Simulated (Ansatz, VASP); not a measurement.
# SiC in VASP and in Ansatz

The input POSCAR:

```
SiC
1.0
    0.0000000000      1.9027849056      2.8541773585
    1.9027849056      0.0000000000      2.8541773585
    1.9027849056      1.9027849056      0.0000000000
Si C
1 1
Direct
    0.0000000000      0.0000000000      0.0000000000
    0.7500000000      0.7500000000      0.7500000000
```

INCAR.step1

```
SYSTEM = SiC
PREC = Accurate ; ENCUT = 520
ISMEAR = 0 ; SIGMA = 0.05
LREAL = .FALSE. ; LASPH = .TRUE.
NELM = 80 ; NBANDS = 11
GGA = PE ; ALGO = Normal
EDIFF = 1E-4 ; LWAVE = .TRUE.
LCHARG = .FALSE.
```

INCAR.step2

```
SYSTEM = SiC
PREC = Accurate ; ENCUT = 520
EDIFF = 1E-7 ; ISMEAR = 0
SIGMA = 0.05 ; LREAL = .FALSE.
LASPH = .TRUE. ; NELM = 80
ALGO = Normal ; ISIF = 2
LWAVE = .FALSE. ; LCHARG = .FALSE.
METAGGA = R2SCAN ; LMIXTAU = .TRUE.
NBANDS = 11 ; ISTART = 1
```

Contents of KPOINTS:

```
regular mesh
0
G
  12 12 12
  0 0 0
```

Input for Ansatz:

```yaml
crystal:
  lattice:
    - [0.0, 1.9027849056, 2.8541773585]
    - [1.9027849056, 0.0, 2.8541773585]
    - [1.9027849056, 1.9027849056, 0.0]
  atoms:
    - { symbol: Si, position: [0.0, 0.0, 0.0] }
    - { symbol: C, position: [0.75, 0.75, 0.75] }
basis:
  ecutwfc: 500
kpoints:
  mp_grid: { grid: [12, 12, 12] }
hamiltonian:
  xc: r2scan
scf:
  occupations: { method: gaussian, width: 0.05 }
output:
  forces: true
  stress: true
  eigenvalues: true
  write_density: true
  write_potential: true
  elf: true
  volumetric_format: npy
```

Alike in both runs: task single point; functional r2SCAN; k mesh 12 × 12 × 12; occupations gaussian, width 0.05 eV; no spin polarisation.

```csv
,VASP,Ansatz
version,VASP 6.6.1,Ansatz 0.2.0
potentials or method,"VASP PAW PBE potentials, release 64 (Si, C), cutoff 520 eV","scalar-relativistic, plane waves, PAW"
valence electrons in the cell,8,8
```

VASP gave:

- gap on the k mesh at the Fermi level (eV): none
- pressure (GPa): -1.3
- traceless stress, the component that is largest in VASP (GPa): -94.86

**Question.** Estimate Ansatz's values.

**Answer.** gap on the k mesh at the Fermi level (eV): none; pressure (GPa): -1.3; traceless stress, the component that is largest in VASP (GPa): -94.49.

VASP's potentials were made for PBE, not for r2SCAN. A gap of «none» marks a metal or a gap that the smearing closes.
